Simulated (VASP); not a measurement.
# GaCo (Immm) in VASP: single point with PBE

Aim: the single point of GaCo with PBE.

Everything below comes from runs of VASP 6.6.1. Logs are shortened: lines on timing, memory, paths and dates and some standing lists are left out, and cuts for length are marked.

## 1. The cell of the first run

It takes space group Immm (No. 71, orthorhombic). The conventional cell has a = 4.650 Å, b = 5.091 Å, c = 5.103 Å, α = 90.00°, β = 90.00°, γ = 90.00°. Within 2.1 Å of Ga (site symmetry mm2) lie 2 Co at 1.62 Å and 1 Ga at 1.82 Å. Within 2.1 Å of Co (site symmetry m2m) lie 2 Ga at 1.62 Å.

The cell was generated, and may not be a known phase.

## 2. Single point, PBE, collinear spin, ferromagnetic start

Input file INCAR:

```
  ALGO = Normal
  EDIFF = 1E-6
  ENCUT = 690
  GGA = PE
  GGA_COMPAT = False
  ISIF = 2
  ISMEAR = 0
  ISPIN = 2
  LASPH = True
  LCHARG = False
  LMAXMIX = 4
  LORBIT = 11
  LREAL = False
  LWAVE = False
  MAGMOM = 0 0 -3 -3
  NBANDS = 42
  NELM = 200
  PREC = Accurate
  SIGMA = 0.1
```

Input file KPOINTS:

```
k-points
0
Gamma
  6 6 6
```

Input file POSCAR:

```
GaCo
1.0
   -2.3250992500      2.5456811400      2.5513910600
    2.3250992500     -2.5456811400      2.5513910600
    2.3250992500      2.5456811400     -2.5513910600
Ga Co
2 2
Direct
    0.6779853000      0.6779853000      0.0000000000
    0.3220147000      0.3220147000      0.0000000000
    0.7622960400      0.5000000000      0.2622960400
    0.2377039600      0.5000000000      0.7377039600
```

Potentials or basis: VASP PAW PBE potentials, release 64 (Ga_d, Co_sv).

On the command line:

```
$ cat potpaw_PBE.64/Ga_d/POTCAR potpaw_PBE.64/Co_sv/POTCAR > POTCAR
$ mpirun -np 1 vasp_std > vasp.out
```

OUTCAR:

```text
EDIFF = 1E-6
   ENCUT = 690
   GGA = PE
   ISIF = 2
   ISMEAR = 0
   ISPIN = 2
   LASPH = True
   LORBIT = 11
   LREAL = False
   NELM = 200
   PREC = Accurate

 ion  position               nearest neighbor table
   1  0.678  0.678  0.000-   3 1.62   4 1.62   2 1.82
   2  0.322  0.322  0.000-   4 1.62   3 1.62   1 1.82
   3  0.762  0.500  0.262-   1 1.62   2 1.62   4 2.42
   4  0.238  0.500  0.738-   2 1.62   1 1.62   3 2.42

  LATTYP: Found a body centered orthorhombic cell.
 ALAT       =     4.6501985000
 B/A-ratio  =     1.0948698814
 C/A-ratio  =     1.0973256561

  Lattice vectors:

 A1 = (  -2.3250992500,   2.5456811400,   2.5513910600)
 A2 = (   2.3250992500,  -2.5456811400,   2.5513910600)
 A3 = (   2.3250992500,   2.5456811400,  -2.5513910600)

Analysis of symmetry for initial positions (statically):
=====================================================================
 Subroutine PRICEL returns:
 Original cell was already a primitive cell.

 Routine SETGRP: Setting up the symmetry group for a
 body centered orthorhombic supercell.

 Subroutine GETGRP returns: Found  8 space group operations
 (whereof  8 operations were pure point group operations)
 out of a pool of  8 trial point group operations.

The static configuration has the point symmetry D_2h.

Analysis of symmetry for dynamics (positions and initial velocities):
=====================================================================
 Subroutine PRICEL returns:
 Original cell was already a primitive cell.

 Routine SETGRP: Setting up the symmetry group for a
 body centered orthorhombic supercell.

 Subroutine GETGRP returns: Found  8 space group operations
 (whereof  8 operations were pure point group operations)
 out of a pool of  8 trial point group operations.

The dynamic configuration has the point symmetry D_2h.

Analysis of structural, dynamic, and magnetic symmetry:
=====================================================================
 Subroutine PRICEL returns:
 Original cell was already a primitive cell.

 Routine SETGRP: Setting up the symmetry group for a
 body centered orthorhombic supercell.

 Subroutine GETGRP returns: Found  8 space group operations
 (whereof  8 operations were pure point group operations)
 out of a pool of  8 trial point group operations.

The overall configuration has the point symmetry D_2h.

 Subroutine INISYM returns: Found  8 space group operations
 (whereof  8 operations are pure point group operations),
 and found     1 'primitive' translations

----------------------------------------------------------------------------------------

                                     Primitive cell

  volume of cell :      60.4063

  direct lattice vectors                    reciprocal lattice vectors
    -2.325099250  2.545681140  2.551391060     0.000000000  0.196411087  0.195971526
     2.325099250 -2.545681140  2.551391060     0.215044584  0.000000000  0.195971526
     2.325099250  2.545681140 -2.551391060     0.215044584  0.196411087  0.000000000

  length of vectors
     4.289076279  4.289076279  4.289076279     0.277456581  0.290945033  0.291241288

  position of ions in fractional coordinates (direct lattice)
     0.677985300  0.677985300  0.000000000
     0.322014700  0.322014700  0.000000000
     0.762296040  0.500000000  0.262296040
     0.237703960  0.500000000  0.737703960

  ion indices of the primitive-cell ions
   primitive index   ion index
                 1           1
                 2           2
                 3           3
                 4           4

----------------------------------------------------------------------------------------

 KPOINTS: k-points

Automatic generation of k-mesh.
 Grid dimensions read from file:
 generate k-points for:    6    6    6

 Generating k-lattice:

  Cartesian coordinates                     Fractional coordinates (reciprocal lattice)
     0.000000000  0.032735181  0.032661921     0.166666667 -0.000000000  0.000000000
     0.035840764  0.000000000  0.032661921     0.000000000  0.166666667  0.000000000
     0.035840764  0.032735181  0.000000000     0.000000000 -0.000000000  0.166666667

  Length of vectors
     0.046242763  0.048490839  0.048540215

  Shift w.r.t. Gamma in fractional coordinates (k-lattice)
     0.000000000  0.000000000  0.000000000

 Subroutine IBZKPT returns following result:
 ===========================================

 Found     46 irreducible k-points:

 Following reciprocal coordinates:
            Coordinates               Weight
  0.000000  0.000000  0.000000      1.000000
  0.166667  0.000000 -0.000000      4.000000
  0.333333  0.000000  0.000000      4.000000
  0.500000  0.000000 -0.000000      2.000000
 -0.000000  0.166667  0.000000      4.000000
  0.166667  0.166667  0.000000      8.000000
[... 16 lines left out ...]
 -0.166667  0.166667  0.166667      2.000000
  0.166667  0.333333  0.166667      4.000000
 [... further k-points ...]
   k-points           NKPTS =     46   k-points in BZ     NKDIM =     46   number of bands    NBANDS=     42
   number of dos      NEDOS =    301   number of ions     NIONS =      4
   total plane-waves  NPLWV =  64000
   dimension x,y,z NGX =    40 NGY =   40 NGZ =   40
   dimension x,y,z NGXF=    80 NGYF=   80 NGZF=   80
   ions per type =               2   2
   NGX,Y,Z   is equivalent  to a cutoff of  15.50, 15.50, 15.50 a.u.
   NGXF,Y,Z  is equivalent  to a cutoff of  31.01, 31.01, 31.01 a.u.
 SYSTEM =  unknown system
   PREC   = accura    normal or accurate (medium, high low for compatibility)
   ISTART =      0    job   : 0-new  1-cont  2-samecut
   ICHARG =      2    charge: 1-file 2-atom 10-const
   ISPIN  =      2    spin polarized calculation?
   LNONCOLLINEAR =      F non collinear calculations
   LSORBIT =      F    spin-orbit coupling
   LASPH  =      T    aspherical Exc in radial PAW
   ENCUT  =  690.0 eV  50.71 Ry    7.12 a.u.   9.19  9.19  9.19*2*pi/ulx,y,z
   NELM   =    200;   NELMIN=  2; NELMDL= -5     # of ELM steps
   EDIFF  = 0.1E-05   stopping-criterion for ELM
   LREAL  =      F    real-space projection
[... 7 lines left out ...]
   TEBEG  =    0.0;   TEEND  =   0.0 temperature during run
   PSTRESS=    0.0 pullay stress
   NELECT =      60.0000    total number of electrons
   NUPDOWN=      -1.0000    fix difference up-down
   EMIN   =  10.00;   EMAX   =-10.00  energy-range for DOS
   EFERMI =   0.00;   METHOD = LEGACY
   ISMEAR =     0;   SIGMA  =   0.10  broadening in eV -4-tet -1-fermi 0-gaus
   EFERMI_NEDOS =   21; number of points for ismear=-14 and -15
   IALGO  =     38    algorithm
   IMIX   =      4    mixing-type and parameters
     AMIX     =   0.40;   BMIX     =  1.00
     AMIX_MAG =   1.60;   BMIX_MAG =  1.00
  volume/ion in A,a.u.               =      15.10       101.91
  Fermi-wavevector in a.u.,A,eV,Ry     =   1.633420  3.086715 36.301151  2.668059
  Thomas-Fermi vector in A             =   2.725228
   LORBIT       =     11    0 simple, 1 ext, 2 COOP (PROOUT), +10 PAW based schemes
   GGA     = PE    functional components
   LHFCALC =     F    Hartree Fock is set to
   AEXX    =    0.0000 exact exchange contribution
   IVDW    =     0    specifies the selected vdW correction
   LEPSILON=     F    determine dielectric tensor
   LRPA    =     F    only Hartree local field effects (RPA)
 spin polarized calculation
 Gauss-broadening in eV      SIGMA  =   0.10
  energy-cutoff  :      690.00
  volume of cell :       60.41
 maximum number of plane-waves:      2502
 NGX is ok and might be reduce to    40
   NGX = 19   NGY = 19   NGZ = 19

 number of electron      59.9999976 magnetization       0.0006222

 number of electron      59.9999976 magnetization      -0.0005672

 Free energy of the ion-electron system (eV)
  ---------------------------------------------------
  ext. energy  EPLUGINS =         0.00000000
  ---------------------------------------------------
  free energy    TOTEN  =        10.52860286 eV

  energy without entropy =       10.53846378  energy(sigma->0) =       10.53353332

 E-fermi :   6.7598     XC(G=0): -11.3054

 val. band max:        6.7521135287   @ k =   0.3333  -0.3333   0.1667
 cond. band min:       6.7653501696   @ k =   0.1667   0.3333   0.1667
 fundamental gap:      0.0132366408
 Fermi energy:         6.7597805374

 spin component 1

 k-point     1 :       0.0000    0.0000    0.0000
  band No.  band energies     occupation
      1     -87.5187      1.00000
      2     -87.4683      1.00000
      3     -51.6670      1.00000
      4     -51.4827      1.00000
      5     -50.9920      1.00000
      6     -50.9479      1.00000
[... 34 lines left out ...]
     41      16.5217      0.00000
     42      21.7259      0.00000
[... 994 lines left out ...]
      2     -87.4763      1.00000
      3     -51.6245      1.00000
      4     -51.5260      1.00000
      5     -50.9871      1.00000
      6     -50.9533      1.00000
[... 34 lines left out ...]
     41      19.0035      0.00000
     42      19.9271      0.00000

 [... further k-points ...]

 spin component 2

 k-point     1 :       0.0000    0.0000    0.0000
  band No.  band energies     occupation
      1     -87.5190      1.00000
      2     -87.4686      1.00000
      3     -51.6673      1.00000
      4     -51.4830      1.00000
      5     -50.9924      1.00000
      6     -50.9483      1.00000
[... 34 lines left out ...]
     41      16.5215      0.00000
     42      21.7239      0.00000
[... 994 lines left out ...]
      2     -87.4766      1.00000
      3     -51.6248      1.00000
      4     -51.5263      1.00000
      5     -50.9875      1.00000
      6     -50.9537      1.00000
[... 34 lines left out ...]
     41      19.0035      0.00000
     42      19.9271      0.00000

 [... further k-points ...]

------------------------ aborting loop because EDIFF is reached ----------------------------------------

  FORCE on cell =-STRESS in cart. coord.  units (eV):
  Direction    XX          YY          ZZ          XY          YZ          ZX
  --------------------------------------------------------------------------------------
  -------------------------------------------------------------------------------------
  Total       -5.8991786    125.8966662     85.0920061     -0.0000000      0.0000000      0.0000000
  in kB     -156.4658643   3339.1989145   2256.9234201     -0.0000000      0.0000000      0.0000000
  external PRESSURE =    1813.2188235 kB  Pullay stress =       0.0000000 kB

 VOLUME and BASIS-vectors are now :
 -----------------------------------------------------------------------------
  energy-cutoff  :      690.00
  volume of cell :       60.41
      direct lattice vectors                 reciprocal lattice vectors
    -2.325099250  2.545681140  2.551391060     0.000000000  0.196411087  0.195971526
     2.325099250 -2.545681140  2.551391060     0.215044584  0.000000000  0.195971526
     2.325099250  2.545681140 -2.551391060     0.215044584  0.196411087  0.000000000

 POSITION                                       TOTAL-FORCE (eV/Angst)
 -----------------------------------------------------------------------------------
      0.00000      0.00000      3.45961         0.000000      0.000000     49.496956
      0.00000      0.00000      1.64317        -0.000000     -0.000000    -49.496956
      0.00000      1.33544      2.55139         0.000000     47.585383     -0.000000
      2.32510      1.21024      0.00000         0.000000    -47.585383     -0.000000
 -----------------------------------------------------------------------------------
    total drift:                               -0.000000     -0.000000      0.000000

  FREE ENERGIE OF THE ION-ELECTRON SYSTEM (eV)
  ---------------------------------------------------
  free  energy   TOTEN  =        10.5286028610 eV

  energy  without entropy=       10.5384637820  energy(sigma->0) =       10.53353332

 total charge

# of ion       s       p       d       tot
------------------------------------------
    1        1.284   1.545  10.619  13.448
    2        1.284   1.545  10.619  13.448
    3        2.313   6.150   7.495  15.958
    4        2.313   6.150   7.495  15.958
--------------------------------------------------
tot          7.195  15.390  36.227  58.813

 magnetization (x)

# of ion       s       p       d       tot
------------------------------------------
    1        0.000   0.000   0.000   0.000
    2        0.000   0.000   0.000   0.000
    3       -0.000   0.000  -0.000  -0.000
    4       -0.000   0.000  -0.000  -0.000
--------------------------------------------------
tot         -0.000   0.000  -0.000  -0.000
```

Run time: 6 min. Hardware: 1 thread of Intel Xeon Platinum 8259CL at 2.50GHz (Skylake/Cascade Lake), shared host; peak memory 0.44 GiB.

What came out:

```
Free energy                                           : 10.5286 eV
Pressure                                              : 181.3 GPa
Largest force                                         : 49.497 eV/Å
Band gap on the k mesh                                : zero (filled and empty bands overlap)
Net moment                                            : 0.00 μB per cell
Valence electrons inside the program's atomic spheres : Ga 13.45; Co 15.96
```

Forces in eV/Å, atoms in the order of the input:
```
Ga    0.000   0.000  49.497
Ga    0.000   0.000 -49.497
Co    0.000  47.585   0.000
Co    0.000 -47.585   0.000
```

Caveat: atoms lie so close that the PAW spheres overlap strongly, which falsifies energies and pressures; the stress differs along the axes, from -16 to 334 GPa; the moments typed at the start vanished in this run; forces of over 1 eV/Å act on the atoms, so gaps and moduli don't describe the material at rest.
